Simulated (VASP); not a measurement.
**Ir: single point with LDA**

Crystal: Ir.

```
CELL_PARAMETERS angstrom
2.70527 0.00000 0.00000
-1.35263 2.34283 0.00000
0.00000 0.00000 4.62020
ATOMIC_POSITIONS crystal
Ir 0.66667 0.33333 0.75000
Ir 0.33333 0.66667 0.25000
```

| Property | Result |
| --- | --- |
| Program | VASP 6.6.1 |
| Task | single point |
| Functional | LDA |
| Potentials or basis | VASP PAW LDA potentials, release 64 (Ir) |
| Cutoff | 500 eV |
| k mesh | 18 × 18 × 10 |
| Occupations | gaussian, width 0.15 eV |
| Spin | no spin polarisation |
| Dipole correction | no |
| Further INCAR settings | ALGO = Normal; EDIFF = 1e-06; NBANDS = 16 |

| Item | Value |
| --- | --- |
| Pressure | -15.4 GPa |
| Band gap on the k mesh | zero (band 9 reaches 10.99 eV, above the bottom of band 10 at 7.54 eV) |

Stress tensor (GPa, compression positive):
```
 -9.73   0.00   0.00
  0.00  -9.73   0.00
  0.00   0.00 -26.59
```

Levels at points of the mesh, in eV from the Fermi level:
```
           k point  band 7  band 8  band 9  band 10  band 11  band 12
(0.00, 0.00, 0.00)   -3.08   -1.78   -1.78    -1.09     0.36     0.36
(0.50, 0.00, 0.00)   -3.01    0.77    1.07     1.36     3.02     4.52
(0.00, 0.00, 0.50)   -3.61   -3.61   -0.36    -0.36    -0.36    -0.36
(0.50, 0.00, 0.50)   -0.79   -0.79    1.24     1.24     2.03     2.03
```

Wall time 68 s on 1 thread of Intel Xeon 6975P-C (shared host), peak memory 0.2 GiB.

Caveat: spin-orbit coupling is left out, which moves the levels of the heavy elements.
